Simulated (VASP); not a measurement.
# Zn7O8 (a cell with a defect) in VASP: further runs

Zn7O8 (a cell with a defect) is run at these levels: PBEsol; tasks: single point.

Program: VASP 6.6.1. These are calculated values, not measurements. Logs are shortened: lines on timing, memory, paths and dates and some standing lists are left out, and cuts for length are marked.

## Step 1: The cell of the first run

The cell holds a defect, 15 atoms: a = 6.475 Å, b = 5.607 Å, c = 5.222 Å, α = 90.00°, β = 90.00°, γ = 90.00°.

## Step 2: Single point, PBEsol

INCAR reads:

```
SYSTEM = Zn7O8
  PREC = Accurate
  ENCUT = 520
  EDIFF = 1E-6
  ISMEAR = -1
  SIGMA = 0.05
  LREAL = Auto
  LASPH = .True.
  NELM = 60
  ALGO = Normal
  ISIF = 2
  LWAVE = .False.
  LCHARG = .False.
  GGA = PS
  NBANDS = 79
```

KPOINTS reads:

```
regular mesh
0
Gamma
  2 2 2
  0 0 0
```

POSCAR reads:

```
Zn7O8
1.0
   -3.2373510000     -5.6072560000      0.0000000000
    4.8560270000     -2.8036280000      0.0000000000
    0.0000000000      0.0000000000      5.2220610000
Zn O
7 8
Direct
    0.5000000239      0.6685433539      0.5023916802
    0.5000000292      0.3321185394      0.0047682323
    0.2456070443      0.1688881076      0.5053742191
    0.2474923357      0.8344787952     -0.0020017001
    0.0000001170      0.6605207053      0.5010433620
   -0.2456069923      0.1688880556     -0.4946257809
    0.7525077765      0.8344788451     -0.0020017001
    0.5000000418      0.6613201771      0.8824634565
    0.5000000568      0.3340588271      0.3801234800
    0.2791084407      0.1496894456      0.8683154027
    0.2507484336      0.8331227756      0.3758521779
    0.0000000096      0.7056381752      0.8646986314
    0.0000000294      0.3321085519      0.4113195920
    0.7208916858      0.1496895342      0.8683154027
    0.7492515614      0.8331228989      0.3758521779
```

Potentials or basis: VASP PAW PBE potentials, release 64 (Zn, O).

Run with:

```bash
> cat potpaw_PBE.64/Zn/POTCAR potpaw_PBE.64/O/POTCAR > POTCAR
> mpirun -np 1 vasp_std > vasp.out
```

OUTCAR:

```text
SYSTEM = Zn7O8
   PREC = Accurate
   ENCUT = 520
   EDIFF = 1E-6
   ISMEAR = -1
   LREAL = Auto
   LASPH = .True.
   NELM = 60
   ISIF = 2
   GGA = PS

 ion  position               nearest neighbor table
   1  0.500  0.669  0.502-  15 1.97  11 1.97   9 1.98   8 1.99
   2  0.500  0.332  0.005-  10 1.90  14 1.90   8 1.95   9 1.96
   3  0.246  0.169  0.505-  13 1.90  10 1.91   9 2.00  11 2.00
   4  0.247  0.834  0.998-  12 1.89  10 1.90  11 1.97   8 1.99
   5  0.000  0.661  0.501-  13 1.90  12 1.92  11 2.00  15 2.00
   6  0.754  0.169  0.505-  13 1.90  14 1.91   9 2.00  15 2.00
   7  0.753  0.834  0.998-  12 1.89  14 1.90  15 1.97   8 1.99
   8  0.500  0.661  0.882-   2 1.95   1 1.99   4 1.99   7 1.99
   9  0.500  0.334  0.380-   2 1.96   1 1.98   6 2.00   3 2.00
  10  0.279  0.150  0.868-   2 1.90   4 1.90   3 1.91
  11  0.251  0.833  0.376-   1 1.97   4 1.97   5 2.00   3 2.00
  12  0.000  0.706  0.865-   7 1.89   4 1.89   5 1.92
  13  0.000  0.332  0.411-   3 1.90   6 1.90   5 1.90
  14  0.721  0.150  0.868-   2 1.90   7 1.90   6 1.91
  15  0.749  0.833  0.376-   1 1.97   7 1.97   5 2.00   6 2.00

  LATTYP: Found a simple orthorhombic cell.
 ALAT       =     5.2220610000
 B/A-ratio  =     1.0737631643
 C/A-ratio  =     1.2398747624

  Lattice vectors:

 A1 = (   0.0000000000,   0.0000000000,  -5.2220610000)
 A2 = (   4.8560270000,  -2.8036280000,   0.0000000000)
 A3 = (  -3.2373510000,  -5.6072560000,   0.0000000000)

Analysis of symmetry for initial positions (statically):
=====================================================================
 Subroutine PRICEL returns:
 Original cell was already a primitive cell.

 Routine SETGRP: Setting up the symmetry group for a
 simple orthorhombic supercell.

 Subroutine GETGRP returns: Found  2 space group operations
 (whereof  2 operations were pure point group operations)
 out of a pool of  8 trial point group operations.

The static configuration has the point symmetry C_1h.

Analysis of symmetry for dynamics (positions and initial velocities):
=====================================================================
 Subroutine PRICEL returns:
 Original cell was already a primitive cell.

 Routine SETGRP: Setting up the symmetry group for a
 simple orthorhombic supercell.

 Subroutine GETGRP returns: Found  2 space group operations
 (whereof  2 operations were pure point group operations)
 out of a pool of  8 trial point group operations.

The dynamic configuration has the point symmetry C_1h.

 Subroutine INISYM returns: Found  2 space group operations
 (whereof  2 operations are pure point group operations),
 and found     1 'primitive' translations

----------------------------------------------------------------------------------------

                                     Primitive cell

  volume of cell :     189.5886

  direct lattice vectors                    reciprocal lattice vectors
    -3.237351000 -5.607256000  0.000000000    -0.077223625 -0.133755266  0.000000000
     4.856027000 -2.803628000  0.000000000     0.154447251 -0.089170168  0.000000000
     0.000000000  0.000000000  5.222061000     0.000000000  0.000000000  0.191495274

  length of vectors
     6.474701642  5.607256743  5.222061000     0.154447271  0.178340327  0.191495274

  position of ions in fractional coordinates (direct lattice)
     0.500000024  0.668543354  0.502391680
     0.500000029  0.332118539  0.004768232
     0.245607044  0.168888108  0.505374219
     0.247492336  0.834478795  0.997998300
     0.000000117  0.660520705  0.501043362
     0.754393008  0.168888056  0.505374219
     0.752507777  0.834478845  0.997998300
     0.500000042  0.661320177  0.882463456
     0.500000057  0.334058827  0.380123480
     0.279108441  0.149689446  0.868315403
     0.250748434  0.833122776  0.375852178
     0.000000010  0.705638175  0.864698631
     0.000000029  0.332108552  0.411319592
     0.720891686  0.149689534  0.868315403
     0.749251561  0.833122899  0.375852178

  ion indices of the primitive-cell ions
   primitive index   ion index
                 1           1
                 2           2
                 3           3
                 4           4
                 5           5
                 6           6
                 7           7
                 8           8
                 9           9
                10          10
                11          11
                12          12
                13          13
                14          14
                15          15

----------------------------------------------------------------------------------------

 KPOINTS: regular mesh

Automatic generation of k-mesh.
 Grid dimensions read from file:
 generate k-points for:    2    2    2

 Generating k-lattice:

  Cartesian coordinates                     Fractional coordinates (reciprocal lattice)
    -0.038611813 -0.066877633  0.000000000     0.500000000  0.000000000  0.000000000
     0.077223625 -0.044585084  0.000000000     0.000000000  0.500000000  0.000000000
     0.000000000  0.000000000  0.095747637     0.000000000  0.000000000  0.500000000

  Length of vectors
     0.077223636  0.089170163  0.095747637

  Shift w.r.t. Gamma in fractional coordinates (k-lattice)
     0.000000000  0.000000000  0.000000000

 Subroutine IBZKPT returns following result:
 ===========================================

 Found      8 irreducible k-points:

 Following reciprocal coordinates:
            Coordinates               Weight
  0.000000  0.000000  0.000000      1.000000
  0.500000  0.000000  0.000000      1.000000
 -0.000000  0.500000  0.000000      1.000000
  0.500000  0.500000  0.000000      1.000000
  0.000000  0.000000  0.500000      1.000000
  0.500000  0.000000  0.500000      1.000000
 -0.000000  0.500000  0.500000      1.000000
  0.500000  0.500000  0.500000      1.000000
   k-points           NKPTS =      8   k-points in BZ     NKDIM =      8   number of bands    NBANDS=     79
   number of dos      NEDOS =    301   number of ions     NIONS =     15
   total plane-waves  NPLWV =  80640
   dimension x,y,z NGX =    48 NGY =   42 NGZ =   40
   dimension x,y,z NGXF=    96 NGYF=   84 NGZF=   80
   ions per type =               7   8
   NGX,Y,Z   is equivalent  to a cutoff of  12.32, 12.45, 12.73 a.u.
   NGXF,Y,Z  is equivalent  to a cutoff of  24.65, 24.90, 25.47 a.u.
 SYSTEM =  Zn7O8
   PREC   = accura    normal or accurate (medium, high low for compatibility)
   ISTART =      0    job   : 0-new  1-cont  2-samecut
   ICHARG =      2    charge: 1-file 2-atom 10-const
   ISPIN  =      1    spin polarized calculation?
   LNONCOLLINEAR =      F non collinear calculations
   LSORBIT =      F    spin-orbit coupling
   LASPH  =      T    aspherical Exc in radial PAW
   ENCUT  =  520.0 eV  38.22 Ry    6.18 a.u.  12.04 10.43  9.71*2*pi/ulx,y,z
   NELM   =     60;   NELMIN=  2; NELMDL= -5     # of ELM steps
   EDIFF  = 0.1E-05   stopping-criterion for ELM
   LREAL  =      T    real-space projection
   EDIFFG = 0.1E-04   stopping-criterion for IOM
   NSW    =      0    number of steps for IOM
   IBRION =     -1    ionic relax: 0-MD 1-quasi-New 2-CG
   NFREE  =      0    steps in history (QN), initial steepest desc. (CG)
   ISIF   =      2    stress and relaxation
   ISYM   =      2    0-nonsym 1-usesym 2-fastsym
   POTIM  = 0.5000    time-step for ionic-motion
   TEBEG  =    0.0;   TEEND  =   0.0 temperature during run
   PSTRESS=    0.0 pullay stress
   NELECT =     132.0000    total number of electrons
   NUPDOWN=      -1.0000    fix difference up-down
   EMIN   =  10.00;   EMAX   =-10.00  energy-range for DOS
   EFERMI =   0.00;   METHOD = LEGACY
   ISMEAR =    -1;   SIGMA  =   0.05  broadening in eV -4-tet -1-fermi 0-gaus
   EFERMI_NEDOS =   21; number of points for ismear=-14 and -15
   IALGO  =     38    algorithm
   IMIX   =      4    mixing-type and parameters
     AMIX     =   0.40;   BMIX     =  1.00
     AMIX_MAG =   1.60;   BMIX_MAG =  1.00
  volume/ion in A,a.u.               =      12.64        85.29
  Fermi-wavevector in a.u.,A,eV,Ry     =   1.450982  2.741959 28.645018  2.105349
  Thomas-Fermi vector in A             =   2.568532
   LORBIT       =      0    0 simple, 1 ext, 2 COOP (PROOUT), +10 PAW based schemes
   GGA     = PS    functional components
   LHFCALC =     F    Hartree Fock is set to
   AEXX    =    0.0000 exact exchange contribution
   IVDW    =     0    specifies the selected vdW correction
   LEPSILON=     F    determine dielectric tensor
   LRPA    =     F    only Hartree local field effects (RPA)
 non-spin polarized calculation
  energy-cutoff  :      520.00
  volume of cell :      189.59
 maximum number of plane-waves:      5140
   NGX = 25   NGY = 21   NGZ = 19

 number of electron     132.0000031 magnetization

 Free energy of the ion-electron system (eV)
  ---------------------------------------------------
  ext. energy  EPLUGINS =         0.00000000
  ---------------------------------------------------
  free energy    TOTEN  =       -70.60493979 eV

  energy without entropy =      -70.52482269  energy(sigma->0) =      -70.56488124

 E-fermi :   0.0933     XC(G=0): -10.6358

 val. band max:        0.0430507650   @ k =  -0.0000   0.5000   0.0000
 cond. band min:       0.1066946361   @ k =   0.5000   0.5000   0.0000
 fundamental gap:      0.0636438711
 Fermi energy:         0.0932942850

 k-point     1 :       0.0000    0.0000    0.0000
  band No.  band energies     occupation
      1     -17.7103      2.00000
      2     -17.0815      2.00000
      3     -17.0679      2.00000
      4     -17.0242      2.00000
      5     -16.8041      2.00000
      6     -16.6117      2.00000
[... 70 lines left out ...]
     77       8.9311      0.00000
     78       9.0035      0.00000
[... 565 lines left out ...]
     77       9.4277      0.00000
     78       9.6183      0.00000
 [bands above 78 left out]

------------------------ aborting loop because EDIFF is reached ----------------------------------------

  FORCE on cell =-STRESS in cart. coord.  units (eV):
  Direction    XX          YY          ZZ          XY          YZ          ZX
  --------------------------------------------------------------------------------------
  -------------------------------------------------------------------------------------
  Total       -0.7290014     -0.9258061     -0.1263524     -0.1704380      0.0124157     -0.0215050
  in kB       -6.1606539     -7.8238129     -1.0677803     -1.4403393      0.1049230     -0.1817349
  external PRESSURE =      -5.0174157 kB  Pullay stress =       0.0000000 kB

 VOLUME and BASIS-vectors are now :
 -----------------------------------------------------------------------------
  energy-cutoff  :      520.00
  volume of cell :      189.59
      direct lattice vectors                 reciprocal lattice vectors
    -3.237351000 -5.607256000  0.000000000    -0.077223625 -0.133755266  0.000000000
     4.856027000 -2.803628000  0.000000000     0.154447251 -0.089170168  0.000000000
     0.000000000  0.000000000  5.222061000     0.000000000  0.000000000  0.191495274

 POSITION                                       TOTAL-FORCE (eV/Angst)
 -----------------------------------------------------------------------------------
      1.62779     -4.67798      2.62352        -0.000278      0.000160      0.000902
     -0.00590     -3.73477      0.02490         0.033981     -0.019619      0.024914
      0.02501     -1.85068      2.63909        -0.016574     -0.008132     -0.025461
      3.25103     -3.72732      5.21161        -0.027426     -0.008530      0.020520
      3.20751     -1.85186      2.61648         0.013888     -0.008018     -0.018683
     -1.62211     -4.70357      2.63909        -0.001245      0.018419     -0.025461
      1.61612     -6.55907      5.21161        -0.006326      0.028016      0.020520
      1.59271     -4.65772      4.60828         0.007571     -0.004371     -0.000203
      0.00352     -3.74020      1.98503        -0.006377      0.003682      0.005586
     -0.17668     -1.98471      4.53440         0.036458      0.023283      0.014981
      3.23391     -3.74178      1.96272         0.008033      0.004937      0.004917
      3.42660     -1.97835      4.51551        -0.041795      0.024130      0.009194
      1.61273     -0.93111      2.14794         0.002285     -0.001319     -0.051626
     -1.60688     -4.46190      4.53440        -0.001935     -0.043215      0.014981
      1.62008     -6.53701      1.96272        -0.000259     -0.009425      0.004917
 -----------------------------------------------------------------------------------
    total drift:                               -0.000955      0.003280      0.012961

  FREE ENERGIE OF THE ION-ELECTRON SYSTEM (eV)
  ---------------------------------------------------
  free  energy   TOTEN  =       -70.6049397945 eV

  energy  without entropy=      -70.5248226934  energy(sigma->0) =      -70.56488124
```

It took 2.8 min on 1 thread of Intel Xeon Platinum 8559C (Emerald Rapids), shared host; peak memory 0.3 GiB.

What came out:

```
Free energy            : -70.6049 eV
Pressure               : -0.5 GPa
Largest force          : 0.052 eV/Å
Band gap on the k mesh : zero (bands 66 and 67 overlap by 0.40 eV)
```

Forces in eV/Å, atoms in the order of the input:
```
Zn   0.000  0.000  0.001
Zn   0.034 -0.020  0.025
Zn  -0.017 -0.008 -0.025
Zn  -0.027 -0.009  0.021
Zn   0.014 -0.008 -0.019
Zn  -0.001  0.018 -0.025
Zn  -0.006  0.028  0.021
O    0.008 -0.004  0.000
O   -0.006  0.004  0.006
O    0.036  0.023  0.015
O    0.008  0.005  0.005
O   -0.042  0.024  0.009
O    0.002 -0.001 -0.052
O   -0.002 -0.043  0.015
O    0.000 -0.009  0.005
```

Stress tensor (GPa, compression positive):
```
-0.62 -0.14 -0.02
-0.14 -0.78  0.01
-0.02  0.01 -0.11
```

Caveat: the k points lie up to 0.60 Å⁻¹ apart; the PAW data sets were made with another functional, which shifts forces and pressure a little.

## Step 3: Single point, PBEsol

INCAR reads:

```
  PREC = Accurate
  ENCUT = 520
  EDIFF = 1E-6
  ISMEAR = -1
  SIGMA = 0.05
  LREAL = Auto
  LASPH = True
  NELM = 80
  ALGO = Normal
  ISIF = 2
  LWAVE = False
  LCHARG = False
  GGA = PS
  NBANDS = 79
```

KPOINTS reads:

```
Automatic mesh
0
Gamma
  2 2 2
```

POSCAR is that of step 2.

Potentials or basis: VASP PAW PBE potentials, release 64 (Zn, O).

Run with:

```bash
> cat potpaw_PBE.64/Zn/POTCAR potpaw_PBE.64/O/POTCAR > POTCAR
> mpirun -np 1 vasp_std > vasp.out
```

It took 3.3 min on 1 thread of Intel Xeon Platinum 8559C (Emerald Rapids), shared host; peak memory 0.3 GiB.

It converged, with:

```
Free energy            : -70.6049 eV
Pressure               : -0.5 GPa
Largest force          : 0.052 eV/Å
Band gap on the k mesh : zero (bands 66 and 67 overlap by 0.40 eV)
```

Forces in eV/Å, atoms in the order of the input:
```
Zn   0.000  0.000  0.001
Zn   0.034 -0.020  0.025
Zn  -0.017 -0.008 -0.025
Zn  -0.027 -0.009  0.021
Zn   0.014 -0.008 -0.019
Zn  -0.001  0.018 -0.025
Zn  -0.006  0.028  0.021
O    0.008 -0.004  0.000
O   -0.006  0.004  0.006
O    0.036  0.023  0.015
O    0.008  0.005  0.005
O   -0.042  0.024  0.009
O    0.002 -0.001 -0.052
O   -0.002 -0.043  0.015
O    0.000 -0.009  0.005
```

Stress tensor (GPa, compression positive):
```
-0.62 -0.14 -0.02
-0.14 -0.78  0.01
-0.02  0.01 -0.11
```

Levels at points of the mesh, in eV from the Fermi level:
```csv
k point,band 64,band 65,band 66,band 67,band 68,band 69
"(0.00, 0.00, 0.00)",-0.36,0.21,0.26,0.28,1.66,6.03
"(0.50, 0.00, 0.00)",-0.17,-0.05,-0.05,0.07,3.33,3.89
"(0.00, 0.50, 0.00)",-0.26,-0.19,-0.05,0.10,3.69,4.24
"(0.50, 0.50, 0.00)",-0.39,-0.35,-0.23,0.01,4.66,4.96
"(0.00, 0.00, 0.50)",-0.25,-0.23,0.02,0.08,3.82,4.54
"(0.50, 0.00, 0.50)",-0.45,-0.35,-0.27,-0.07,4.94,5.07
"(0.00, 0.50, 0.50)",-0.70,-0.57,-0.22,-0.08,5.11,5.25
"(0.50, 0.50, 0.50)",-0.78,-0.51,-0.18,-0.14,5.64,5.86
```

Caveat: the k points lie up to 0.60 Å⁻¹ apart; the PAW data sets were made with another functional, which shifts forces and pressure a little.
